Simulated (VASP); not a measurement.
# GaAs (F-43m) in VASP: notebook, part 2 of 2

VASP 6.6.1.

## 4. Electric field gradients, LDA (23.94 Å³/atom)

This run uses another cell than the first one, of 23.94 Å³/atom.

INCAR

```
SYSTEM = GaAs
ALGO = Normal ; EDIFF = 1E-8
ENCUT = 520 ; GGA = CA
ISIF = 2 ; ISMEAR = -1
LASPH = .TRUE. ; LCHARG = .FALSE.
LEFG = .TRUE. ; LREAL = .FALSE.
LWAVE = .FALSE. ; NBANDS = 16
NELM = 80 ; PREC = Accurate
SIGMA = 0.05
```

KPOINTS

```
k-points
0
G
  11 11 11
  0 0 0
```

POSCAR

```
GaAs
1.0
    0.0000000000      2.8822925071      2.8822925071
    2.8822925071      0.0000000000      2.8822925071
    2.8822925071      2.8822925071      0.0000000000
Ga As
1 1
Direct
    0.0000000000      0.0000000000      0.0000000000
    0.7500000000      0.7500000000      0.7500000000
```

Potentials or basis: VASP PAW LDA potentials, release 64 (Ga_d, As).

Started as:

```bash
cat potpaw_LDA.64/Ga_d/POTCAR potpaw_LDA.64/As/POTCAR > POTCAR
mpirun -np 1 vasp_std > vasp.out
```

OUTCAR:

```text
SYSTEM = GaAs
   EDIFF = 1E-8
   ENCUT = 520
   GGA = CA
   ISIF = 2
   ISMEAR = -1
   LASPH = .TRUE.
   LREAL = .FALSE.
   NELM = 80
   PREC = Accurate

 ion  position               nearest neighbor table
   1  0.000  0.000  0.000-   2 2.50   2 2.50   2 2.50   2 2.50
   2  0.750  0.750  0.750-   1 2.50   1 2.50   1 2.50   1 2.50

  LATTYP: Found a face centered cubic cell.
 ALAT       =     5.7645850142

  Lattice vectors:

 A1 = (   0.0000000000,   2.8822925071,   2.8822925071)
 A2 = (   2.8822925071,   0.0000000000,   2.8822925071)
 A3 = (   2.8822925071,   2.8822925071,   0.0000000000)

Analysis of symmetry for initial positions (statically):
=====================================================================
 Subroutine PRICEL returns:
 Original cell was already a primitive cell.

 Routine SETGRP: Setting up the symmetry group for a
 face centered cubic supercell.

 Subroutine GETGRP returns: Found 24 space group operations
 (whereof 24 operations were pure point group operations)
 out of a pool of 48 trial point group operations.

The static configuration has the point symmetry T_d .

Analysis of symmetry for dynamics (positions and initial velocities):
=====================================================================
 Subroutine PRICEL returns:
 Original cell was already a primitive cell.

 Routine SETGRP: Setting up the symmetry group for a
 face centered cubic supercell.

 Subroutine GETGRP returns: Found 24 space group operations
 (whereof 24 operations were pure point group operations)
 out of a pool of 48 trial point group operations.

The dynamic configuration has the point symmetry T_d .

 Subroutine INISYM returns: Found 24 space group operations
 (whereof 24 operations are pure point group operations),
 and found     1 'primitive' translations

----------------------------------------------------------------------------------------

                                     Primitive cell

  volume of cell :      47.8899

  direct lattice vectors                    reciprocal lattice vectors
     0.000000000  2.882292507  2.882292507    -0.173473025  0.173473025  0.173473025
     2.882292507  0.000000000  2.882292507     0.173473025 -0.173473025  0.173473025
     2.882292507  2.882292507  0.000000000     0.173473025  0.173473025 -0.173473025

  length of vectors
     4.076177154  4.076177154  4.076177154     0.300464093  0.300464093  0.300464093

  position of ions in fractional coordinates (direct lattice)
     0.000000000  0.000000000  0.000000000
     0.750000000  0.750000000  0.750000000

  ion indices of the primitive-cell ions
   primitive index   ion index
                 1           1
                 2           2

----------------------------------------------------------------------------------------

 KPOINTS: k-points

Automatic generation of k-mesh.
 Grid dimensions read from file:
 generate k-points for:   11   11   11

 Generating k-lattice:

  Cartesian coordinates                     Fractional coordinates (reciprocal lattice)
    -0.015770275  0.015770275  0.015770275     0.090909091  0.000000000  0.000000000
[... 64 lines left out ...]
   NFREE  =      0    steps in history (QN), initial steepest desc. (CG)
   ISIF   =      2    stress and relaxation
   ISYM   =      2    0-nonsym 1-usesym 2-fastsym
   POTIM  = 0.5000    time-step for ionic-motion
   TEBEG  =    0.0;   TEEND  =   0.0 temperature during run
   PSTRESS=    0.0 pullay stress
   NELECT =      18.0000    total number of electrons
   NUPDOWN=      -1.0000    fix difference up-down
   EMIN   =  10.00;   EMAX   =-10.00  energy-range for DOS
   EFERMI =   0.00;   METHOD = LEGACY
   ISMEAR =    -1;   SIGMA  =   0.05  broadening in eV -4-tet -1-fermi 0-gaus
   EFERMI_NEDOS =   21; number of points for ismear=-14 and -15
   IALGO  =     38    algorithm
   IMIX   =      4    mixing-type and parameters
     AMIX     =   0.40;   BMIX     =  1.00
     AMIX_MAG =   1.60;   BMIX_MAG =  1.00
  volume/ion in A,a.u.               =      23.94       161.59
  Fermi-wavevector in a.u.,A,eV,Ry     =   1.181456  2.232628 18.991538  1.395839
  Thomas-Fermi vector in A             =   2.317729
   LORBIT       =      0    0 simple, 1 ext, 2 COOP (PROOUT), +10 PAW based schemes
   GGA     = CA    functional components
   LHFCALC =     F    Hartree Fock is set to
   AEXX    =    0.0000 exact exchange contribution
   IVDW    =     0    specifies the selected vdW correction
   LEPSILON=     F    determine dielectric tensor
   LRPA    =     F    only Hartree local field effects (RPA)
 non-spin polarized calculation
  energy-cutoff  :      520.00
  volume of cell :       47.89
 maximum number of plane-waves:      1313
   NGX = 15   NGY = 15   NGZ = 15

 number of electron      17.9999993 magnetization

 Free energy of the ion-electron system (eV)
  ---------------------------------------------------
  ext. energy  EPLUGINS =         0.00000000
  ---------------------------------------------------
  free energy    TOTEN  =        -9.57993533 eV

  energy without entropy =       -9.57964299  energy(sigma->0) =       -9.57978916

 E-fermi :   3.3409     XC(G=0):  -9.6583

 val. band max:        3.2613669279   @ k =   0.0000   0.0000   0.0000
 cond. band min:       3.9843155060   @ k =   0.4545   0.0000   0.0000
 fundamental gap:      0.7229485781
 Fermi energy:         3.3408850303

 k-point     1 :       0.0000    0.0000    0.0000
  band No.  band energies     occupation
      1     -11.5684      2.00000
      2     -11.5684      2.00000
      3     -11.5684      2.00000
      4     -11.5033      2.00000
      5     -11.5033      2.00000
      6      -9.1016      2.00000
[... 433 lines left out ...]
      3     -11.5542      2.00000
      4     -11.5057      2.00000
      5     -11.5015      2.00000
      6      -8.2273      2.00000
[... 8 lines left out ...]
     15      13.0964      0.00000
     16      13.7352      0.00000

 [... further k-points ...]
[... 5 lines left out ...]
  --------------------------------------------------------------------------------------
  -------------------------------------------------------------------------------------
  Total       -1.4746365     -1.4746365     -1.4746365      0.0000000      0.0000000      0.0000000
  in kB      -49.3345772    -49.3345772    -49.3345772      0.0000000      0.0000000      0.0000000
  external PRESSURE =     -49.3345772 kB  Pullay stress =       0.0000000 kB

 VOLUME and BASIS-vectors are now :
 -----------------------------------------------------------------------------
  energy-cutoff  :      520.00
  volume of cell :       47.89
      direct lattice vectors                 reciprocal lattice vectors
     0.000000000  2.882292507  2.882292507    -0.173473025  0.173473025  0.173473025
     2.882292507  0.000000000  2.882292507     0.173473025 -0.173473025  0.173473025
     2.882292507  2.882292507  0.000000000     0.173473025  0.173473025 -0.173473025

 POSITION                                       TOTAL-FORCE (eV/Angst)
 -----------------------------------------------------------------------------------
      0.00000      0.00000      0.00000         0.000000      0.000000      0.000000
      4.32344      4.32344      4.32344        -0.000000     -0.000000     -0.000000
 -----------------------------------------------------------------------------------
    total drift:                               -0.000000     -0.000000     -0.000000

  FREE ENERGIE OF THE ION-ELECTRON SYSTEM (eV)
  ---------------------------------------------------
  free  energy   TOTEN  =        -9.5799353315 eV

  energy  without entropy=       -9.5796429915  energy(sigma->0) =       -9.57978916

 Electric field gradients (V/A^2)
---------------------------------------------------------------------
 ion       V_xx      V_yy      V_zz      V_xy      V_xz      V_yz
---------------------------------------------------------------------
   1      -0.000     0.000    -0.000    -0.000    -0.000    -0.000
   2       0.000     0.000    -0.000     0.000     0.000     0.000
---------------------------------------------------------------------

 Electric field gradients after diagonalization (V/A^2)
 (convention: |V_zz| > |V_xx| > |V_yy|)
----------------------------------------------------------------------
 ion       V_xx      V_yy      V_zz     asymmetry (V_yy - V_xx)/ V_zz
----------------------------------------------------------------------
   1       0.000     0.000    -0.000       0.000
   2      -0.000    -0.000     0.001       0.000
----------------------------------------------------------------------

           NMR quadrupolar parameters

 Cq : quadrupolar parameter    Cq=e*Q*V_zz/h
 eta: asymmetry parameters     (V_yy - V_xx)/ V_zz
 Q  : nuclear electric quadrupole moment in mb (millibarn)
----------------------------------------------------------------------
 ion       Cq(MHz)       eta       Q (mb)
----------------------------------------------------------------------
   1      -0.000       0.000       1.000
   2       0.000       0.000       1.000
----------------------------------------------------------------------
```

It took 61 s on 1 thread of Intel Xeon 8259CL, shared host; peak memory 0.18 GiB.

What came out:

```yaml
Free_energy: -9.5799 eV
Pressure: -4.9 GPa
Band_gap_on_the_k_mesh: zero (filled and empty bands touch)
Largest_electric_field_gradient_by_atom: under 0.05 V/Å² on every atom
```

Caveat: the cell stands under tension; semilocal functionals underestimate gaps, and a narrow one can read as zero.

The gap in the log of VASP goes by the Fermi energy; the results here count the filled bands.